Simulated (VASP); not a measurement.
# Nb: relaxation of cell and atoms with PBE

The system is Nb.

```xyz
1
Lattice="-1.6640 1.6640 1.6640 1.6640 -1.6640 1.6640 1.6640 1.6640 -1.6640" Properties=species:S:1:pos:R:3 pbc="T T T"
Nb    0.0000    0.0000    0.0000
```

```yaml
Program: VASP 6.6.1
Task: relaxation of cell and atoms
Functional: PBE
Potentials_or_basis: VASP PAW PBE potentials, release 64 (Nb_sv)
Cutoff: 600 eV
k_mesh: 20 × 20 × 20
Occupations: gaussian, width 0.2 eV
Spin: no spin polarisation
Dipole_correction: no
Further_INCAR_settings: ALGO = Normal; EDIFF = 1e-06; IBRION = 2; EDIFFG = -0.001; NSW = 80; ISIF = 3
```

The relaxed volume is 18.11 Å³/atom and the relaxed cell is a = 2.865 Å, b = 2.865 Å, c = 2.865 Å, α = 109.47°, β = 109.47°, γ = 109.47°. The space group after relaxing (to 0.05 Å) is Im-3m (No. 229) and the energy gained by relaxing is 2.9 meV/atom. The ionic steps are 14 and the pressure after relaxing is 0.0 GPa.

The path:
```tsv
step	energy change (eV)	largest force (eV/Å)	pressure (GPa)	volume (Å³)
1	0.0000	0.0000	-2.87	18.43
2	0.0062	0.0000	5.49	17.56
3	-0.0029	0.0000	-0.02	18.11
4	-0.0029	0.0000	-0.02	18.10
5	-0.0029	0.0000	0.17	18.09
6	-0.0029	0.0000	0.16	18.10
7	-0.0029	0.0000	-0.28	18.14
8	-0.0029	0.0000	-0.01	18.11
9	-0.0029	0.0000	-0.03	18.11
10	-0.0029	0.0000	0.01	18.10
11	-0.0029	0.0000	0.10	18.10
12	-0.0029	0.0000	0.04	18.11
13	-0.0029	0.0000	0.04	18.11
14	-0.0029	0.0000	0.00	18.11
```

Final structure:
```yaml
crystal:
  lattice:
    - [-1.65431, 1.65431, 1.65431]
    - [1.65431, -1.65431, 1.65431]
    - [1.65431, 1.65431, -1.65431]
  atoms:
    - { symbol: Nb, position: [0.00000, 0.00000, 0.00000] }
```

Levels at points of the mesh, in eV from the Fermi level:
| k point | band 2 | band 3 | band 4 | band 5 | band 6 | band 7 | band 8 | band 9 | band 10 |
| --- | --- | --- | --- | --- | --- | --- | --- | --- | --- |
| (0.00, 0.00, 0.00) | -29.70 | -29.70 | -29.70 | -5.95 | 0.35 | 0.35 | 0.35 | 3.25 | 3.25 |
| (0.50, 0.00, 0.00) | -31.03 | -30.12 | -29.71 | -3.71 | -1.66 | 2.24 | 3.27 | 3.95 | 6.32 |
| (0.50, 0.50, 0.50) | -30.61 | -30.61 | -30.61 | -3.70 | -3.70 | 5.55 | 5.55 | 5.55 | 9.01 |

Wall time 6 min on 1 thread of Intel Xeon 8259CL (shared host), peak memory 0.2 GiB.
